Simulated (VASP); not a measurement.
# CsNiN (P-6m2) in VASP: a series of runs, part 2 of 2

VASP 6.6.1. Earlier steps stand in the parts before.

### Step 4. Single point, PBE+U, collinear spin, ferromagnetic start

The input, INCAR:

```
SYSTEM = CsNiN
PREC = Accurate
ENCUT = 600
EDIFF = 1E-6
ISMEAR = -1
SIGMA = 0.1
LREAL = .FALSE.
LASPH = .TRUE.
NELM = 200
ALGO = Normal
ISIF = 2
LWAVE = .FALSE.
LCHARG = .FALSE.
ISPIN = 2
MAGMOM = 0 1 0
LORBIT = 11
LMAXMIX = 4
LDAU = .TRUE.
LDAUTYPE = 2
LDAUL = -1 2 -1
LDAUU = 0 6 0
LDAUJ = 0 0 0
LDAUPRINT = 1
GGA = PE
NBANDS = 23
GGA_COMPAT = .FALSE.
```

The input, KPOINTS:

```
regular mesh
0
G
  7 7 10
  0 0 0
```

The input, POSCAR:

```
CsNiN
1.0
    5.5369660000      0.0000000000      0.0000000000
   -2.7684830000      4.7951532159      0.0000000000
    0.0000000000      0.0000000000      3.4466570000
Cs Ni N
1 1 1
Direct
    0.6666666667      0.3333333333      0.5000000000
    0.3333333333      0.6666666667      0.0000000000
    0.3333333333      0.6666666667      0.5000000000
```

Potentials or basis: VASP PAW PBE potentials, release 64 (Cs_sv, Ni, N).

Run with:

```
cat potpaw_PBE.64/Cs_sv/POTCAR potpaw_PBE.64/Ni/POTCAR potpaw_PBE.64/N/POTCAR > POTCAR
mpirun -np 1 vasp_std > vasp.out
```

OUTCAR:

```text
SYSTEM = CsNiN
   PREC = Accurate
   ENCUT = 600
   EDIFF = 1E-6
   ISMEAR = -1
   LREAL = .FALSE.
   LASPH = .TRUE.
   NELM = 200
   ISIF = 2
   ISPIN = 2
   LORBIT = 11
   GGA = PE

 ion  position               nearest neighbor table
   1  0.667  0.333  0.500-
   2  0.333  0.667  0.000-   3 1.72   3 1.72
   3  0.333  0.667  0.500-   2 1.72   2 1.72

  LATTYP: Found a hexagonal cell.
 ALAT       =     5.5369660000
 C/A-ratio  =     0.6224811566

  Lattice vectors:

 A1 = (   5.5369660000,   0.0000000000,   0.0000000000)
 A2 = (  -2.7684830000,   4.7951532159,   0.0000000000)
 A3 = (   0.0000000000,   0.0000000000,   3.4466570000)

Analysis of symmetry for initial positions (statically):
=====================================================================
 Subroutine PRICEL returns:
 Original cell was already a primitive cell.

 Routine SETGRP: Setting up the symmetry group for a
 hexagonal supercell.

 Subroutine GETGRP returns: Found 12 space group operations
 (whereof 12 operations were pure point group operations)
 out of a pool of 24 trial point group operations.

The static configuration has the point symmetry D_3h.

Analysis of symmetry for dynamics (positions and initial velocities):
=====================================================================
 Subroutine PRICEL returns:
 Original cell was already a primitive cell.

 Routine SETGRP: Setting up the symmetry group for a
 hexagonal supercell.

 Subroutine GETGRP returns: Found 12 space group operations
 (whereof 12 operations were pure point group operations)
 out of a pool of 24 trial point group operations.
[... 191 lines left out ...]
  o =  0.9508  v =  0.0000 -0.0000 -0.0000 -0.0000 -1.0000  0.0000  0.0000  0.0000  0.0000  0.0000      0.0000  0.0000  0.0000  0.0000  0.0000  0.0000  0.0000  0.0000  0.0000  0.0000
  o =  0.9508  v =  1.0000  0.0000  0.0000  0.0000  0.0000  0.0000  0.0000  0.0000  0.0000  0.0000      0.0000  0.0000  0.0000  0.0000  0.0000  0.0000  0.0000  0.0000  0.0000  0.0000

 number of electron      23.9999997 magnetization       0.0000555

 Free energy of the ion-electron system (eV)
  ---------------------------------------------------
  ext. energy  EPLUGINS =         0.00000000
  ---------------------------------------------------
  free energy    TOTEN  =       -10.70361093 eV

  energy without entropy =      -10.68654150  energy(sigma->0) =      -10.69507622

 E-fermi :   1.4020     XC(G=0):  -7.5849

 val. band max:        1.1193202501   @ k =   0.4286   0.1429   0.2000
 cond. band min:       1.7115346769   @ k =   0.4286   0.0000   0.3000
 fundamental gap:      0.5922144268
 Fermi energy:         1.4020010446

 spin component 1

 k-point     1 :       0.0000    0.0000    0.0000
  band No.  band energies     occupation
      1     -20.9621      1.00000
      2     -12.7903      1.00000
      3      -7.7223      1.00000
      4      -7.7223      1.00000
      5      -6.4531      1.00000
      6      -1.3014      1.00000
[... 1241 lines left out ...]
     22      10.9840      0.00000
     23      12.3446      0.00000

 [... further k-points ...]

------------------------ aborting loop because EDIFF is reached ----------------------------------------

  FORCE on cell =-STRESS in cart. coord.  units (eV):
  Direction    XX          YY          ZZ          XY          YZ          ZX
  --------------------------------------------------------------------------------------
  -------------------------------------------------------------------------------------
  Total       -0.2044959     -0.2044959     -2.7404013      0.0000000      0.0000000      0.0000000
  in kB       -3.5803282     -3.5803282    -47.9791268      0.0000000      0.0000000      0.0000000
  external PRESSURE =     -18.3799278 kB  Pullay stress =       0.0000000 kB

 VOLUME and BASIS-vectors are now :
 -----------------------------------------------------------------------------
  energy-cutoff  :      600.00
  volume of cell :       91.51
      direct lattice vectors                 reciprocal lattice vectors
     5.536966000  0.000000000  0.000000000     0.180604324  0.104271955  0.000000000
    -2.768483000  4.795153216  0.000000000     0.000000000  0.208543910  0.000000000
     0.000000000  0.000000000  3.446657000     0.000000000  0.000000000  0.290136210

 POSITION                                       TOTAL-FORCE (eV/Angst)
 -----------------------------------------------------------------------------------
      2.76848      1.59838      1.72333         0.000000     -0.000000      0.000000
     -0.00000      3.19677      0.00000        -0.000000      0.000000      0.000000
     -0.00000      3.19677      1.72333        -0.000000      0.000000      0.000000
 -----------------------------------------------------------------------------------
    total drift:                                0.000000     -0.000000     -0.000000

  FREE ENERGIE OF THE ION-ELECTRON SYSTEM (eV)
  ---------------------------------------------------
  free  energy   TOTEN  =       -10.7036109295 eV

  energy  without entropy=      -10.6865415046  energy(sigma->0) =      -10.69507622

 total charge

# of ion       s       p       d       tot
------------------------------------------
    1        1.836   4.698   0.052   6.585
    2        0.600   0.602   8.588   9.790
    3        1.279   2.312   0.000   3.591
--------------------------------------------------
tot          3.714   7.611   8.640  19.966

 magnetization (x)

# of ion       s       p       d       tot
------------------------------------------
    1        0.000  -0.000   0.000   0.000
    2        0.000   0.000   0.000   0.000
    3       -0.000  -0.000   0.000  -0.000
--------------------------------------------------
tot          0.000  -0.000   0.000   0.000
```

OSZICAR:

```text
N       E                     dE             d eps       ncg     rms          rms(c)
DAV:   1     0.186784780715E+03    0.18678E+03   -0.10789E+04  4416   0.104E+03
DAV:   2     0.992292932022E+01   -0.17686E+03   -0.16251E+03  4796   0.243E+02
DAV:   3    -0.131321375070E+02   -0.23055E+02   -0.22605E+02  5445   0.974E+01
[... 10 lines left out ...]
DAV:  14    -0.107035179804E+02   -0.24524E-03   -0.37693E-04  5341   0.155E-01    0.398E-02
DAV:  15    -0.107035863205E+02   -0.68340E-04   -0.80455E-05  5960   0.848E-02    0.191E-02
DAV:  16    -0.107036073867E+02   -0.21066E-04   -0.23176E-05  5476   0.310E-02    0.110E-02
DAV:  17    -0.107036097394E+02   -0.23528E-05   -0.46911E-06  5492   0.213E-02    0.316E-03
DAV:  18    -0.107036108211E+02   -0.10817E-05   -0.12759E-06  4437   0.912E-03    0.305E-03
DAV:  19    -0.107036109295E+02   -0.10832E-06   -0.25762E-07  4495   0.380E-03
   1 F= -.10703611E+02 E0= -.10695076E+02  d E =-.170694E-01  mag=     0.0001
```

stdout:

```text
POSCAR found type information on POSCAR CsNiN
 POSCAR found :  3 types and       3 ions
 scaLAPACK will be used
 LDA part: xc-table for (Slater+PW92), standard interpolation
 POSCAR, INCAR and KPOINTS ok, starting setup
 FFT: planning ... GRIDC
 FFT: planning ... GRID_SOFT
 FFT: planning ... GRID
 WAVECAR not read
 entering main loop
```

It took 2.2 min on 1 thread of Intel Xeon 6975P-C (Granite Rapids), shared host; peak memory 0.42 GiB.

Results:

```yaml
Free_energy: -10.7036 eV
Pressure: -1.8 GPa
Band_gap_on_the_k_mesh: zero (filled and empty bands overlap)
Net_moment: 0.00 μB per cell
Valence_electrons_inside_the_program's_atomic_spheres: Cs 6.58; Ni 9.79; N 3.59
```

Stress tensor (GPa, compression positive):
```
-0.36  0.00  0.00
 0.00 -0.36  0.00
 0.00  0.00 -4.80
```

Levels at points of the mesh, in eV from the Fermi level:
Spin up:
| k point | band 9 | band 10 | band 11 | band 12 | band 13 | band 14 | band 15 | band 16 |
| --- | --- | --- | --- | --- | --- | --- | --- | --- |
| (0.00, 0.00, 0.00) | -2.03 | -2.03 | -2.03 | -2.03 | -1.77 | 1.79 | 3.30 | 5.03 |
| (0.00, 0.00, 0.50) | -2.47 | -2.47 | -0.99 | 1.35 | 1.35 | 2.99 | 2.99 | 4.58 |
Spin down:
```
           k point  band 9  band 10  band 11  band 12  band 13  band 14  band 15  band 16
(0.00, 0.00, 0.00)   -2.03    -2.03    -2.03    -2.03    -1.77     1.79     3.30     5.03
(0.00, 0.00, 0.50)   -2.47    -2.47    -0.99     1.35     1.35     2.99     2.99     4.58
```

Eigenvalues of the final occupation matrices:
```tsv
site	spin	trace	eigenvalues
site 2 d	1	4.31	0.75 0.75 0.90 0.95 0.95
site 2 d	2	4.31	0.75 0.75 0.90 0.95 0.95
```

Caveat: the moments typed at the start vanished in this run; spin-orbit coupling is left out, which moves the levels of the heavy elements. The state reached can hang on the start; a lower one may exist.

### Step 5. The runs side by side

| U | gap on the mesh (eV) | pressure (GPa) | moment (μB) |
| --- | --- | --- | --- |
| Ni d U = 2.0 eV | none | -0.6 | 0.00 |
| Ni d U = 4.0 eV | none | -1.2 | 0.00 |
| Ni d U = 6.0 eV | none | -1.8 | 0.00 |

Alike in all rows: task single point; level PBE+U; potentials or basis VASP PAW PBE potentials, release 64 (Cs_sv, Ni, N); spin collinear, ferromagnetic start; cell as given; k mesh 7 × 7 × 10; cutoff (eV) 600; smearing fermi-dirac 0.1 eV.

Caveats: the moments typed at the start vanished in this run; spin-orbit coupling is left out, which moves the levels of the heavy elements.

Total energies depend on the potentials used, so only differences within one code and one set of settings carry meaning.

The gap in the log of VASP goes by the Fermi energy; the results here count the filled bands.